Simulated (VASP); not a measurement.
# Sc in VASP: notebook

Sc is run at these levels: PBEsol; tasks: single point.

Program: VASP 6.6.1. These are calculated values, not measurements. Logs are shortened: lines on timing, memory, paths and dates and some standing lists are left out, and cuts for length are marked.

## (1) The cell of the first run

The structure is cubic, space group Fm-3m (No. 225). The conventional cell has a = 4.556 Å, b = 4.556 Å, c = 4.556 Å, α = 90.00°, β = 90.00°, γ = 90.00°. Within 4.2 Å of Sc (site symmetry m-3m) lie 12 Sc at 3.22 Å.

## (2) Single point, PBEsol (volume scaled by 1.01)

Contents of INCAR:

```
SYSTEM = Sc
PREC     = Accurate       ! precision mode
ENCUT    = 520            ! plane-wave cutoff, eV
EDIFF    = 1E-6           ! SCF threshold, eV
ISMEAR   = -1             ! smearing method
SIGMA    = 0.03           ! smearing width, eV
LREAL    = .False.        ! projectors in reciprocal space
LASPH    = .True.         ! aspherical terms in the spheres
NELM     = 80             ! most SCF steps
ALGO     = Normal         ! electronic algorithm
ISIF     = 2              ! what is computed and relaxed
LWAVE    = .False.        ! write WAVECAR
LCHARG   = .False.        ! write CHGCAR
GGA      = PS             ! functional
NBANDS   = 12             ! bands
```

Contents of KPOINTS:

```
Automatic mesh
0
Gamma
  12 12 12
  0 0 0
```

Contents of POSCAR:

```
Sc
1.0
    0.0000000000      2.2780432448      2.2780432448
    2.2780432448      0.0000000000      2.2780432448
    2.2780432448      2.2780432448      0.0000000000
Sc
1
Direct
    0.0000000000      0.0000000000      0.0000000000
```

Potentials or basis: VASP PAW PBE potentials, release 64 (Sc_sv).

Launch:

```console
> cat potpaw_PBE.64/Sc_sv/POTCAR > POTCAR
> mpirun -np 1 vasp_std > vasp.out
```

OUTCAR:

```text
SYSTEM = Sc
   PREC = Accurate
   ENCUT = 520
   EDIFF = 1E-6
   ISMEAR = -1
   LREAL = .False.
   LASPH = .True.
   NELM = 80
   ISIF = 2
   GGA = PS

 ion  position               nearest neighbor table
   1  0.000  0.000  0.000-

  LATTYP: Found a face centered cubic cell.
 ALAT       =     4.5560864896

  Lattice vectors:

 A1 = (   0.0000000000,   2.2780432448,   2.2780432448)
 A2 = (   2.2780432448,   0.0000000000,   2.2780432448)
 A3 = (   2.2780432448,   2.2780432448,   0.0000000000)

Analysis of symmetry for initial positions (statically):
=====================================================================
 Subroutine PRICEL returns:
 Original cell was already a primitive cell.

 Routine SETGRP: Setting up the symmetry group for a
 face centered cubic supercell.

 Subroutine GETGRP returns: Found 48 space group operations
 (whereof 48 operations were pure point group operations)
 out of a pool of 48 trial point group operations.

The static configuration has the point symmetry O_h .

Analysis of symmetry for dynamics (positions and initial velocities):
=====================================================================
 Subroutine PRICEL returns:
 Original cell was already a primitive cell.

 Routine SETGRP: Setting up the symmetry group for a
 face centered cubic supercell.

 Subroutine GETGRP returns: Found 48 space group operations
 (whereof 48 operations were pure point group operations)
 out of a pool of 48 trial point group operations.

The dynamic configuration has the point symmetry O_h .

 Subroutine INISYM returns: Found 48 space group operations
 (whereof 48 operations are pure point group operations),
 and found     1 'primitive' translations

----------------------------------------------------------------------------------------

                                     Primitive cell

  volume of cell :      23.6437

  direct lattice vectors                    reciprocal lattice vectors
     0.000000000  2.278043245  2.278043245    -0.219486615  0.219486615  0.219486615
     2.278043245  0.000000000  2.278043245     0.219486615 -0.219486615  0.219486615
     2.278043245  2.278043245  0.000000000     0.219486615  0.219486615 -0.219486615

  length of vectors
     3.221639652  3.221639652  3.221639652     0.380161968  0.380161968  0.380161968

  position of ions in fractional coordinates (direct lattice)
     0.000000000  0.000000000  0.000000000

  ion indices of the primitive-cell ions
   primitive index   ion index
                 1           1

----------------------------------------------------------------------------------------

 KPOINTS: Automatic mesh

Automatic generation of k-mesh.
 Grid dimensions read from file:
 generate k-points for:   12   12   12

 Generating k-lattice:

  Cartesian coordinates                     Fractional coordinates (reciprocal lattice)
    -0.018290551  0.018290551  0.018290551     0.083333333  0.000000000  0.000000000
     0.018290551 -0.018290551  0.018290551     0.000000000  0.083333333  0.000000000
     0.018290551  0.018290551 -0.018290551     0.000000000  0.000000000  0.083333333

  Length of vectors
     0.031680164  0.031680164  0.031680164

  Shift w.r.t. Gamma in fractional coordinates (k-lattice)
     0.000000000  0.000000000  0.000000000

 Subroutine IBZKPT returns following result:
 ===========================================

 Found     72 irreducible k-points:

 Following reciprocal coordinates:
            Coordinates               Weight
  0.000000  0.000000  0.000000      1.000000
  0.083333  0.000000  0.000000      8.000000
  0.166667  0.000000  0.000000      8.000000
  0.250000  0.000000  0.000000      8.000000
  0.333333  0.000000  0.000000      8.000000
  0.416667  0.000000  0.000000      8.000000
[... 16 lines left out ...]
  0.500000  0.166667  0.000000     24.000000
 -0.416667  0.166667  0.000000     24.000000
 [... further k-points ...]
   k-points           NKPTS =     72   k-points in BZ     NKDIM =     72   number of bands    NBANDS=     12
   number of dos      NEDOS =    301   number of ions     NIONS =      1
   total plane-waves  NPLWV =  13824
   dimension x,y,z NGX =    24 NGY =   24 NGZ =   24
   dimension x,y,z NGXF=    48 NGYF=   48 NGZF=   48
   ions per type =               1
   NGX,Y,Z   is equivalent  to a cutoff of  12.38, 12.38, 12.38 a.u.
   NGXF,Y,Z  is equivalent  to a cutoff of  24.77, 24.77, 24.77 a.u.
 SYSTEM =  Sc
   PREC   = accura    normal or accurate (medium, high low for compatibility)
   ISTART =      0    job   : 0-new  1-cont  2-samecut
   ICHARG =      2    charge: 1-file 2-atom 10-const
   ISPIN  =      1    spin polarized calculation?
   LNONCOLLINEAR =      F non collinear calculations
   LSORBIT =      F    spin-orbit coupling
   LASPH  =      T    aspherical Exc in radial PAW
   ENCUT  =  520.0 eV  38.22 Ry    6.18 a.u.   5.99  5.99  5.99*2*pi/ulx,y,z
   NELM   =     80;   NELMIN=  2; NELMDL= -5     # of ELM steps
   EDIFF  = 0.1E-05   stopping-criterion for ELM
   LREAL  =      F    real-space projection
   EDIFFG = 0.1E-04   stopping-criterion for IOM
   NSW    =      0    number of steps for IOM
   IBRION =     -1    ionic relax: 0-MD 1-quasi-New 2-CG
   NFREE  =      0    steps in history (QN), initial steepest desc. (CG)
   ISIF   =      2    stress and relaxation
   ISYM   =      2    0-nonsym 1-usesym 2-fastsym
   POTIM  = 0.5000    time-step for ionic-motion
   TEBEG  =    0.0;   TEEND  =   0.0 temperature during run
   PSTRESS=    0.0 pullay stress
   NELECT =      11.0000    total number of electrons
   NUPDOWN=      -1.0000    fix difference up-down
   EMIN   =  10.00;   EMAX   =-10.00  energy-range for DOS
   EFERMI =   0.00;   METHOD = LEGACY
   ISMEAR =    -1;   SIGMA  =   0.03  broadening in eV -4-tet -1-fermi 0-gaus
   EFERMI_NEDOS =   21; number of points for ismear=-14 and -15
   IALGO  =     38    algorithm
   IMIX   =      4    mixing-type and parameters
     AMIX     =   0.40;   BMIX     =  1.00
     AMIX_MAG =   1.60;   BMIX_MAG =  1.00
  volume/ion in A,a.u.               =      23.64       159.56
  Fermi-wavevector in a.u.,A,eV,Ry     =   1.268529  2.397172 21.894033  1.609166
  Thomas-Fermi vector in A             =   2.401619
   LORBIT       =      0    0 simple, 1 ext, 2 COOP (PROOUT), +10 PAW based schemes
   GGA     = PS    functional components
   LHFCALC =     F    Hartree Fock is set to
   AEXX    =    0.0000 exact exchange contribution
   IVDW    =     0    specifies the selected vdW correction
   LEPSILON=     F    determine dielectric tensor
   LRPA    =     F    only Hartree local field effects (RPA)
 non-spin polarized calculation
  energy-cutoff  :      520.00
  volume of cell :       23.64
 maximum number of plane-waves:       650
   NGX = 11   NGY = 11   NGZ = 11

 number of electron      10.9999996 magnetization

 Free energy of the ion-electron system (eV)
  ---------------------------------------------------
  ext. energy  EPLUGINS =         0.00000000
  ---------------------------------------------------
  free energy    TOTEN  =        -6.56231168 eV

  energy without entropy =       -6.55738623  energy(sigma->0) =       -6.55984896

 E-fermi :   3.8800     XC(G=0): -10.1591

 val. band max:        3.8598146058   @ k =  -0.4167   0.1667   0.0833
 cond. band min:       3.9064952931   @ k =   0.5000   0.3333   0.1667
 fundamental gap:      0.0466806873
 Fermi energy:         3.8799952551

 k-point     1 :       0.0000    0.0000    0.0000
  band No.  band energies     occupation
      1     -45.2363      2.00000
      2     -23.7131      2.00000
      3     -23.7131      2.00000
      4     -23.7131      2.00000
      5      -1.3959      2.00000
      6       5.5111      0.00000
      7       5.5111      0.00000
      8       5.5111      0.00000
      9       6.9721      0.00000
     10       6.9721      0.00000
     11      16.6331      0.00000
     12      20.1633      0.00000

 k-point     2 :       0.0833    0.0000    0.0000
  band No.  band energies     occupation
      1     -45.2315      2.00000
      2     -23.7451      2.00000
      3     -23.7172      2.00000
      4     -23.7172      2.00000
      5      -1.2130      2.00000
      6       5.3742      0.00000
      7       5.5788      0.00000
      8       5.5788      0.00000
      9       6.9246      0.00000
     10       6.9246      0.00000
     11      16.8022      0.00000
     12      18.8562      0.00000

 k-point     3 :       0.1667    0.0000    0.0000
  band No.  band energies     occupation
      1     -45.2183      2.00000
      2     -23.8319      2.00000
      3     -23.7283      2.00000
      4     -23.7283      2.00000
      5      -0.6878      2.00000
      6       5.0318      0.00000
      7       5.7134      0.00000
      8       5.7134      0.00000
      9       6.8687      0.00000
     10       6.8687      0.00000
     11      16.4694      0.00000
     12      17.5141      0.00000

 k-point     4 :       0.2500    0.0000    0.0000
  band No.  band energies     occupation
      1     -45.2002      2.00000
      2     -23.9483      2.00000
      3     -23.7433      2.00000
      4     -23.7433      2.00000
      5       0.1045      2.00000
      6       4.6313      0.00000
      7       5.7262      0.00000
      8       5.7262      0.00000
      9       7.0211      0.00000
     10       7.0211      0.00000
     11      14.6585      0.00000
     12      17.2799      0.00000

 k-point     5 :       0.3333    0.0000    0.0000
  band No.  band energies     occupation
      1     -45.1820      2.00000
      2     -24.0627      2.00000
      3     -23.7583      2.00000
      4     -23.7583      2.00000
      5       1.0126      2.00000
      6       4.3170      0.00000
      7       5.5873      0.00000
      8       5.5873      0.00000
      9       7.3998      0.00000
     10       7.3998      0.00000
     11      12.8977      0.00000
     12      16.7058      0.00000
[... 228 lines left out ...]
      1     -45.1822      2.00000
      2     -23.9967      2.00000
      3     -23.7916      2.00000
      4     -23.7898      2.00000
      5       0.9217      2.00000
      6       4.1891      0.00007
      7       5.3399      0.00000
      8       6.1314      0.00000
      9       6.9725      0.00000
     10       7.6025      0.00000
     11      14.3007      0.00000
     12      17.1050      0.00000

 k-point    22 :       0.4167    0.1667    0.0000
  band No.  band energies     occupation
      1     -45.1673      2.00000
      2     -24.0787      2.00000
      3     -23.8175      2.00000
      4     -23.7992      2.00000
      5       1.7826      2.00000
      6       3.9510      0.17153
      7       5.0649      0.00000
      8       6.0058      0.00000
      9       7.6740      0.00000
     10       7.8901      0.00000
     11      12.4535      0.00000
     12      16.4336      0.00000

 k-point    23 :       0.5000    0.1667    0.0000
  band No.  band energies     occupation
      1     -45.1580      2.00000
      2     -24.1274      2.00000
      3     -23.8418      2.00000
      4     -23.7993      2.00000
      5       2.4487      2.00000
      6       3.7808      1.92938
      7       4.9882      0.00000
      8       5.8754      0.00000
      9       7.9631      0.00000
     10       8.3807      0.00000
     11      11.1089      0.00000
     12      15.8620      0.00000

 k-point    24 :      -0.4167    0.1667    0.0000
  band No.  band energies     occupation
      1     -45.1567      2.00000
      2     -24.1314      2.00000
      3     -23.8569      2.00000
      4     -23.7899      2.00000
      5       2.5758      2.00000
      6       3.8189      1.76947
      7       4.9511      0.00000
      8       5.8189      0.00000
      9       7.7212      0.00000
     10       8.6966      0.00000
     11      10.9470      0.00000
     12      15.4785      0.00000

 [... further k-points ...]

------------------------ aborting loop because EDIFF is reached ----------------------------------------

  FORCE on cell =-STRESS in cart. coord.  units (eV):
  Direction    XX          YY          ZZ          XY          YZ          ZX
  --------------------------------------------------------------------------------------
  -------------------------------------------------------------------------------------
  Total       -0.0112537     -0.0112537     -0.0112537      0.0000000      0.0000000      0.0000000
  in kB       -0.7625902     -0.7625902     -0.7625902      0.0000000      0.0000000      0.0000000
  external PRESSURE =      -0.7625902 kB  Pullay stress =       0.0000000 kB

 VOLUME and BASIS-vectors are now :
 -----------------------------------------------------------------------------
  energy-cutoff  :      520.00
  volume of cell :       23.64
      direct lattice vectors                 reciprocal lattice vectors
     0.000000000  2.278043245  2.278043245    -0.219486615  0.219486615  0.219486615
     2.278043245  0.000000000  2.278043245     0.219486615 -0.219486615  0.219486615
     2.278043245  2.278043245  0.000000000     0.219486615  0.219486615 -0.219486615

 POSITION                                       TOTAL-FORCE (eV/Angst)
 -----------------------------------------------------------------------------------
      0.00000      0.00000      0.00000        -0.000000      0.000000     -0.000000
 -----------------------------------------------------------------------------------
    total drift:                               -0.000000      0.000000      0.000000

  FREE ENERGIE OF THE ION-ELECTRON SYSTEM (eV)
  ---------------------------------------------------
  free  energy   TOTEN  =        -6.5623116850 eV

  energy  without entropy=       -6.5573862290  energy(sigma->0) =       -6.55984896
```

Run time: 8.2 s. Hardware: 1 thread of Intel Xeon Platinum 8375C at 2.90GHz (Ice Lake), shared host; peak memory 0.15 GiB.

What came out:

```
Free energy : -6.5623 eV
Pressure    : -0.1 GPa
```

Caveat: the PAW data sets were made with another functional, which shifts forces and pressure a little.

## (3) Single point, PBEsol (volume scaled by 1.04)

Contents of INCAR:

```
SYSTEM = Sc
PREC = Accurate
ENCUT = 520
EDIFF = 1E-7
ISMEAR = -1
SIGMA = 0.03
LREAL = .False.
LASPH = .True.
NELM = 100
ALGO = Normal
ISIF = 2
LWAVE = .False.
LCHARG = .False.
GGA = PS
NBANDS = 12
```

Contents of KPOINTS:

```
regular mesh
0
Gamma
  12 12 12
  0 0 0
```

Contents of POSCAR:

```
Sc
1.0
    0.0000000000      2.3003784264      2.3003784264
    2.3003784264      0.0000000000      2.3003784264
    2.3003784264      2.3003784264      0.0000000000
Sc
1
Direct
    0.0000000000      0.0000000000      0.0000000000
```

Potentials or basis: VASP PAW PBE potentials, release 64 (Sc_sv).

Launch:

```console
> cat potpaw_PBE.64/Sc_sv/POTCAR > POTCAR
> mpirun -np 1 vasp_std > vasp.out
```

Wall time 8.6 s (1 thread of Intel Xeon Platinum 8375C at 2.90GHz (Ice Lake), shared host); peak memory 0.14 GiB.

It converged, with:

```yaml
Free_energy: -6.5589 eV
Pressure: -1.6 GPa
```

Levels at points of the mesh, in eV from the Fermi level:
| k point | band 3 | band 4 | band 5 | band 6 | band 7 | band 8 |
| --- | --- | --- | --- | --- | --- | --- |
| (0.00, 0.00, 0.00) | -27.69 | -27.69 | -5.22 | 1.59 | 1.59 | 1.59 |
| (0.50, 0.00, 0.00) | -27.74 | -27.74 | -1.79 | 0.26 | 1.48 | 1.48 |
| (0.50, 0.50, 0.00) | -27.84 | -27.84 | -1.55 | -0.65 | 1.96 | 3.91 |

Caveat: the PAW data sets were made with another functional, which shifts forces and pressure a little.

## (4) Single point, PBEsol (zz strain of -1 %)

Contents of INCAR:

```
  ALGO = Normal
  EDIFF = 1E-6
  ENCUT = 520
  GGA = PS
  ISIF = 2
  ISMEAR = -1
  LASPH = True
  LCHARG = False
  LREAL = False
  LWAVE = False
  NBANDS = 12
  NELM = 80
  PREC = Accurate
  SIGMA = 0.03
```

Contents of KPOINTS:

```
k-points
0
Gamma
  12 12 12
```

Contents of POSCAR:

```
Sc
1.0
    0.0000000000      2.2705000000      2.2477950000
    2.2705000000      0.0000000000      2.2477950000
    2.2705000000      2.2705000000      0.0000000000
Sc
1
Direct
    0.0000000000      0.0000000000      0.0000000000
```

Launch:

```console
> cat potpaw_PBE.64/Sc_sv/POTCAR > POTCAR
> mpirun -np 1 vasp_std > vasp.out
```

It took 21 s on 1 thread of Intel Xeon Platinum 8259CL at 2.50GHz (Skylake/Cascade Lake), shared host; peak memory 0.17 GiB.

Results (log left out):

```
Free energy : -6.5605 eV
Pressure    : 1.0 GPa
```

Stress tensor (GPa, compression positive):
```
0.93 0.00 0.00
0.00 0.93 0.00
0.00 0.00 1.25
```

Levels at points of the mesh, in eV from the Fermi level:
```csv
k point,band 3,band 4,band 5,band 6,band 7,band 8
"(0.00, 0.00, 0.00)",-27.53,-27.53,-5.31,1.63,1.63,1.70
"(0.50, 0.00, 0.00)",-27.60,-27.59,-1.85,0.36,1.49,1.57
"(0.50, 0.50, 0.00)",-27.71,-27.71,-1.65,-0.74,2.24,4.13
"(0.50, 0.00, 0.50)",-27.70,-27.69,-1.67,-0.72,2.09,4.13
```

Caveat: the cell differs from its parent crystal (zz strain of -1 %); the PAW data sets were made with another functional, which shifts forces and pressure a little.

## (5) The runs side by side

```csv
cell,gap on the mesh (eV),pressure (GPa)
"a = 3.222 Å, angles 60.0°, 1 atom",none,-0.1
"a = 3.253 Å, angles 60.0°, 1 atom",none,-1.6
"a = 3.195, b = 3.195, c = 3.211 Å, angles 59.8, 59.8, 60.3°, 1 atom",none,1.0
```

Alike in all rows: task single point; level PBEsol; potentials or basis VASP PAW PBE potentials, release 64 (Sc_sv); no spin polarisation; k mesh 12 × 12 × 12; cutoff (eV) 520; smearing fermi-dirac 0.03 eV.

Caveats: the PAW data sets were made with another functional, which shifts forces and pressure a little.

Absolute energies hang on the potentials; compare differences alone.
